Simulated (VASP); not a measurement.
# MnN2 (P-3m1) in VASP: single point with PBE+D3(BJ)

Aim: the single point of MnN2 with PBE+D3(BJ).

Program: VASP 6.6.1. These are calculated values, not measurements. Logs are shortened: lines on timing, memory, paths and dates and some standing lists are left out, and cuts for length are marked.

## 1. The cell of the first run

It takes space group P-3m1 (No. 164, trigonal). Conventional cell: a = 2.990 Å, b = 2.990 Å, c = 5.194 Å, α = 90.00°, β = 90.00°, γ = 120.00°. Mn (site symmetry -3m) has 6 N at 2.03 Å within 2.7 Å. Within 2.7 Å of N (site symmetry 3m) lie 3 Mn at 2.03 Å.

## 2. Single point, PBE+D3(BJ), collinear spin, ferromagnetic start

The input, INCAR:

```
  PREC = Accurate
  ENCUT = 520
  EDIFF = 1E-7
  ISMEAR = 0
  SIGMA = 0.1
  LREAL = F
  LASPH = T
  NELM = 150
  ALGO = Normal
  ISIF = 2
  LWAVE = F
  LCHARG = T
  ISPIN = 2
  MAGMOM = 2.77 0 0
  LORBIT = 11
  LMAXMIX = 4
  GGA = PE
  IVDW = 12
  LELF = T
  LVHAR = T
  NBANDS = 22
```

The input, KPOINTS:

```
Automatic mesh
0
Gamma
  6 6 4
```

The input, POSCAR:

```
MnN2
1.0
    2.9897918823      0.0000000000      0.0000000000
   -1.4948959411      2.5892357221      0.0000000000
    0.0000000000      0.0000000000      5.1943101764
Mn N
1 2
Direct
    0.0000000000      0.0000000000      0.0000000000
    0.6666666667      0.3333333333      0.7930723453
    0.3333333333      0.6666666667      0.2069276547
```

Potentials or basis: VASP PAW PBE potentials, release 64 (Mn_pv, N).

Started as:

```console
$ cat potpaw_PBE.64/Mn_pv/POTCAR potpaw_PBE.64/N/POTCAR > POTCAR
$ mpirun -np 1 vasp_std > vasp.out
```

OUTCAR:

```text
PREC = Accurate
   ENCUT = 520
   EDIFF = 1E-7
   ISMEAR = 0
   LREAL = F
   LASPH = T
   NELM = 150
   ISIF = 2
   ISPIN = 2
   LORBIT = 11
   GGA = PE
   IVDW = 12
 IVDW          = 12

 ion  position               nearest neighbor table
   1  0.000  0.000  0.000-   2 2.03   3 2.03   3 2.03   2 2.03   2 2.03   3 2.03
   2  0.667  0.333  0.793-   1 2.03   1 2.03   1 2.03
   3  0.333  0.667  0.207-   1 2.03   1 2.03   1 2.03

  LATTYP: Found a hexagonal cell.
 ALAT       =     2.9897918823
 C/A-ratio  =     1.7373484112

  Lattice vectors:

 A1 = (   2.9897918823,   0.0000000000,   0.0000000000)
 A2 = (  -1.4948959411,   2.5892357221,   0.0000000000)
 A3 = (   0.0000000000,   0.0000000000,   5.1943101764)

Analysis of symmetry for initial positions (statically):
=====================================================================
 Subroutine PRICEL returns:
 Original cell was already a primitive cell.

 Routine SETGRP: Setting up the symmetry group for a
 hexagonal supercell.

 Subroutine GETGRP returns: Found 12 space group operations
 (whereof 12 operations were pure point group operations)
 out of a pool of 24 trial point group operations.

The static configuration has the point symmetry D_3d.

Analysis of symmetry for dynamics (positions and initial velocities):
=====================================================================
 Subroutine PRICEL returns:
 Original cell was already a primitive cell.

 Routine SETGRP: Setting up the symmetry group for a
 hexagonal supercell.

 Subroutine GETGRP returns: Found 12 space group operations
 (whereof 12 operations were pure point group operations)
 out of a pool of 24 trial point group operations.

The dynamic configuration has the point symmetry D_3d.

Analysis of structural, dynamic, and magnetic symmetry:
=====================================================================
 Subroutine PRICEL returns:
 Original cell was already a primitive cell.

 Routine SETGRP: Setting up the symmetry group for a
 hexagonal supercell.

 Subroutine GETGRP returns: Found 12 space group operations
 (whereof 12 operations were pure point group operations)
 out of a pool of 24 trial point group operations.

The overall configuration has the point symmetry D_3d.

 Subroutine INISYM returns: Found 12 space group operations
 (whereof 12 operations are pure point group operations),
 and found     1 'primitive' translations

----------------------------------------------------------------------------------------

                                     Primitive cell

  volume of cell :      40.2106

  direct lattice vectors                    reciprocal lattice vectors
     2.989791882  0.000000000  0.000000000     0.334471441  0.193107177  0.000000000
    -1.494895941  2.589235722  0.000000000     0.000000000  0.386214353  0.000000000
     0.000000000  0.000000000  5.194310176     0.000000000  0.000000000  0.192518345

  length of vectors
     2.989791882  2.989791882  5.194310176     0.386214353  0.386214353  0.192518345

  position of ions in fractional coordinates (direct lattice)
     0.000000000  0.000000000  0.000000000
     0.666666667  0.333333333  0.793072345
     0.333333333  0.666666667  0.206927655

  ion indices of the primitive-cell ions
   primitive index   ion index
                 1           1
                 2           2
                 3           3

----------------------------------------------------------------------------------------

 KPOINTS: Automatic mesh

Automatic generation of k-mesh.
 Grid dimensions read from file:
 generate k-points for:    6    6    4

 Generating k-lattice:

  Cartesian coordinates                     Fractional coordinates (reciprocal lattice)
     0.055745240  0.032184529  0.000000000     0.166666667  0.000000000  0.000000000
     0.000000000  0.064369059  0.000000000     0.000000000  0.166666667  0.000000000
     0.000000000  0.000000000  0.048129586     0.000000000  0.000000000  0.250000000

  Length of vectors
     0.064369059  0.064369059  0.048129586

  Shift w.r.t. Gamma in fractional coordinates (k-lattice)
     0.000000000  0.000000000  0.000000000

 Subroutine IBZKPT returns following result:
 ===========================================

 Found     24 irreducible k-points:

 Following reciprocal coordinates:
            Coordinates               Weight
  0.000000  0.000000  0.000000      1.000000
  0.166667 -0.000000  0.000000      6.000000
  0.333333 -0.000000  0.000000      6.000000
  0.500000 -0.000000  0.000000      3.000000
  0.166667  0.166667  0.000000      6.000000
  0.333333  0.166667  0.000000     12.000000
[... 16 lines left out ...]
  0.333333  0.166667  0.500000     12.000000
  0.333333  0.333333  0.500000      2.000000
   k-points           NKPTS =     24   k-points in BZ     NKDIM =     24   number of bands    NBANDS=     22
   number of dos      NEDOS =    301   number of ions     NIONS =      3
   total plane-waves  NPLWV =  23040
   dimension x,y,z NGX =    24 NGY =   24 NGZ =   40
   dimension x,y,z NGXF=    48 NGYF=   48 NGZF=   80
   ions per type =               1   2
   NGX,Y,Z   is equivalent  to a cutoff of  13.35, 13.35, 12.80 a.u.
   NGXF,Y,Z  is equivalent  to a cutoff of  26.69, 26.69, 25.60 a.u.
 SYSTEM =  unknown system
   PREC   = accura    normal or accurate (medium, high low for compatibility)
   ISTART =      0    job   : 0-new  1-cont  2-samecut
   ICHARG =      2    charge: 1-file 2-atom 10-const
   ISPIN  =      2    spin polarized calculation?
   LNONCOLLINEAR =      F non collinear calculations
   LSORBIT =      F    spin-orbit coupling
   LASPH  =      T    aspherical Exc in radial PAW
   ENCUT  =  520.0 eV  38.22 Ry    6.18 a.u.   5.56  5.56  9.66*2*pi/ulx,y,z
   NELM   =    150;   NELMIN=  2; NELMDL= -5     # of ELM steps
   EDIFF  = 0.1E-06   stopping-criterion for ELM
   LREAL  =      F    real-space projection
   EDIFFG = 0.1E-05   stopping-criterion for IOM
   NSW    =      0    number of steps for IOM
   IBRION =     -1    ionic relax: 0-MD 1-quasi-New 2-CG
   NFREE  =      0    steps in history (QN), initial steepest desc. (CG)
   ISIF   =      2    stress and relaxation
   ISYM   =      2    0-nonsym 1-usesym 2-fastsym
   POTIM  = 0.5000    time-step for ionic-motion
   TEBEG  =    0.0;   TEEND  =   0.0 temperature during run
   PSTRESS=    0.0 pullay stress
   NELECT =      23.0000    total number of electrons
   NUPDOWN=      -1.0000    fix difference up-down
   EMIN   =  10.00;   EMAX   =-10.00  energy-range for DOS
   EFERMI =   0.00;   METHOD = LEGACY
   ISMEAR =     0;   SIGMA  =   0.10  broadening in eV -4-tet -1-fermi 0-gaus
   EFERMI_NEDOS =   21; number of points for ismear=-14 and -15
   IALGO  =     38    algorithm
   IMIX   =      4    mixing-type and parameters
     AMIX     =   0.40;   BMIX     =  1.00
     AMIX_MAG =   1.60;   BMIX_MAG =  1.00
  volume/ion in A,a.u.               =      13.40        90.45
  Fermi-wavevector in a.u.,A,eV,Ry     =   1.358952  2.568046 25.126549  1.846749
  Thomas-Fermi vector in A             =   2.485741
   LORBIT       =     11    0 simple, 1 ext, 2 COOP (PROOUT), +10 PAW based schemes
   GGA     = PE    functional components
   LHFCALC =     F    Hartree Fock is set to
   AEXX    =    0.0000 exact exchange contribution
   IVDW    =    12    specifies the selected vdW correction
   LEPSILON=     F    determine dielectric tensor
   LRPA    =     F    only Hartree local field effects (RPA)
 spin polarized calculation
 Gauss-broadening in eV      SIGMA  =   0.10
  energy-cutoff  :      520.00
  volume of cell :       40.21
 maximum number of plane-waves:      1111
 NGX is ok and might be reduce to    24
   NGX = 11   NGY = 11   NGZ = 19

 number of electron      22.9999987 magnetization       1.0976352

 Free energy of the ion-electron system (eV)
  ---------------------------------------------------
  ext. energy  EPLUGINS =         0.00000000
  ---------------------------------------------------
  free energy    TOTEN  =       -22.76564378 eV

  energy without entropy =      -22.75625766  energy(sigma->0) =      -22.76095072

 E-fermi :   1.9336     XC(G=0):  -9.9229

 val. band max:        1.9252795816   @ k =   0.0000   0.0000   0.2500
 cond. band min:       1.9445981287   @ k =   0.0000   0.0000   0.5000
 fundamental gap:      0.0193185471
 Fermi energy:         1.9335785687

 spin component 1

 k-point     1 :       0.0000    0.0000    0.0000
  band No.  band energies     occupation
      1     -48.0393      1.00000
      2     -48.0393      1.00000
      3     -48.0384      1.00000
      4     -12.5614      1.00000
      5     -10.0430      1.00000
      6      -2.6540      1.00000
[... 14 lines left out ...]
     21      19.5487      0.00000
     22      21.7415      0.00000
[... 551 lines left out ...]
 k-point    24 :       0.3333    0.3333    0.5000
  band No.  band energies     occupation
      1     -48.1001      1.00000
      2     -48.1001      1.00000
      3     -48.0238      1.00000
      4     -10.2795      1.00000
      5     -10.2795      1.00000
      6      -2.3800      1.00000
[... 14 lines left out ...]
     21      16.8094      0.00000
     22      16.8094      0.00000
 Fermi energy:         1.9335785687

 spin component 2

 k-point     1 :       0.0000    0.0000    0.0000
  band No.  band energies     occupation
      1     -45.2494      1.00000
      2     -45.2494      1.00000
      3     -45.1842      1.00000
      4     -13.3618      1.00000
      5     -11.1043      1.00000
      6      -2.5557      1.00000
[... 14 lines left out ...]
     21      19.9800      0.00000
     22      21.8323      0.00000
[... 552 lines left out ...]
  band No.  band energies     occupation
      1     -45.3211      1.00000
      2     -45.3211      1.00000
      3     -45.1654      1.00000
      4     -11.2771      1.00000
      5     -11.2771      1.00000
      6      -2.1475      1.00000
[... 14 lines left out ...]
     21      16.4405      0.00000
     22      16.6237      0.00000

------------------------ aborting loop because EDIFF is reached ----------------------------------------

 Edisp (eV)   -0.39524

 E8    (eV) :    -0.1376

  FORCE on cell =-STRESS in cart. coord.  units (eV):
  Direction    XX          YY          ZZ          XY          YZ          ZX
  --------------------------------------------------------------------------------------
  -------------------------------------------------------------------------------------
  Total      -5.39980    -5.39980    -4.75493    -0.00000    -0.00000     0.00000
  in kB    -215.15319  -215.15319  -189.45848    -0.00000    -0.00000     0.00000
  external pressure =     -206.59 kB  Pullay stress =        0.00 kB

 VOLUME and BASIS-vectors are now :
 -----------------------------------------------------------------------------
  energy-cutoff  :      520.00
  volume of cell :       40.21
      direct lattice vectors                 reciprocal lattice vectors
     2.989791882  0.000000000  0.000000000     0.334471441  0.193107177  0.000000000
    -1.494895941  2.589235722  0.000000000     0.000000000  0.386214353  0.000000000
     0.000000000  0.000000000  5.194310176     0.000000000  0.000000000  0.192518345

 POSITION                                       TOTAL-FORCE (eV/Angst)
 -----------------------------------------------------------------------------------
      0.00000      0.00000      0.00000         0.000000      0.000000      0.000000
      1.49490      0.86308      4.11946         0.000000      0.000000      1.923584
     -0.00000      1.72616      1.07485        -0.000000      0.000000     -1.923584
 -----------------------------------------------------------------------------------
    total drift:                                0.000000     -0.000000      0.000000

  FREE ENERGIE OF THE ION-ELECTRON SYSTEM (eV)
  ---------------------------------------------------
  free  energy   TOTEN  =       -23.1608878541 eV

  energy  without entropy=      -23.1515017386  energy(sigma->0) =      -23.15619480

 total charge

# of ion       s       p       d       tot
------------------------------------------
    1        0.350   6.362   4.907  11.619
    2        1.319   2.173   0.000   3.493
    3        1.319   2.173   0.000   3.493
--------------------------------------------------
tot          2.988  10.709   4.907  18.605

 magnetization (x)

# of ion       s       p       d       tot
------------------------------------------
    1        0.045  -0.011   2.513   2.546
    2       -0.010  -0.544   0.000  -0.555
    3       -0.010  -0.544   0.000  -0.555
--------------------------------------------------
tot          0.024  -1.100   2.513   1.437
```

Run time: 3.3 min. Hardware: 1 thread of AMD EPYC 7R13, shared host; peak memory 0.17 GiB.

What came out:

| Item | Value |
| --- | --- |
| Free energy | -23.1609 eV |
| Pressure | -20.7 GPa |
| Largest force | 1.924 eV/Å |
| Net moment | 1.10 μB per cell |
| Site moments | Mn +2.55; N -0.56 μB |
| Valence electrons inside the program's atomic spheres | Mn 11.62; N 3.49 |
| Dispersion energy per atom | -0.132 eV |

Forces on the atoms (eV/Å):
```
Mn   0.000  0.000  0.000
N    0.000  0.000  1.924
N    0.000  0.000 -1.924
```

Levels at points of the mesh, in eV from the Fermi level:
Spin up:
```tsv
k point	band 9	band 10	band 11	band 12	band 13	band 14	band 15	band 16
(0.00, 0.00, 0.00)	-2.02	-2.02	0.07	1.06	1.06	1.15	3.65	3.65
(0.50, 0.00, 0.00)	-2.65	-1.55	-1.27	-0.57	-0.33	-0.31	3.18	3.55
(0.00, 0.00, 0.50)	-2.02	-2.02	-0.14	0.69	1.03	1.03	3.69	3.69
(0.50, 0.00, 0.50)	-2.90	-1.55	-1.29	-0.50	-0.48	0.26	3.24	3.46
```
Spin down:
```tsv
k point	band 8	band 9	band 10	band 11	band 12	band 13	band 14	band 15
(0.00, 0.00, 0.00)	-3.44	-0.26	0.04	0.04	0.70	0.70	1.93	4.05
(0.50, 0.00, 0.00)	-2.93	-2.40	-1.47	-1.40	0.94	1.40	1.79	3.73
(0.00, 0.00, 0.50)	-3.43	-1.37	0.01	0.01	0.70	0.70	2.16	4.09
(0.50, 0.00, 0.50)	-2.97	-2.32	-1.33	-0.94	0.86	1.40	1.77	3.77
```

Caveat: the k points lie up to 0.40 Å⁻¹ apart; a cell with one magnetic atom can't hold antiferromagnetic order, which such compounds often take; forces of over 1 eV/Å act on the atoms, so gaps and moduli don't describe the material at rest. With open d or f shells a metallic result of PBE can be an artefact of self-interaction; +U or a hybrid may open a gap.
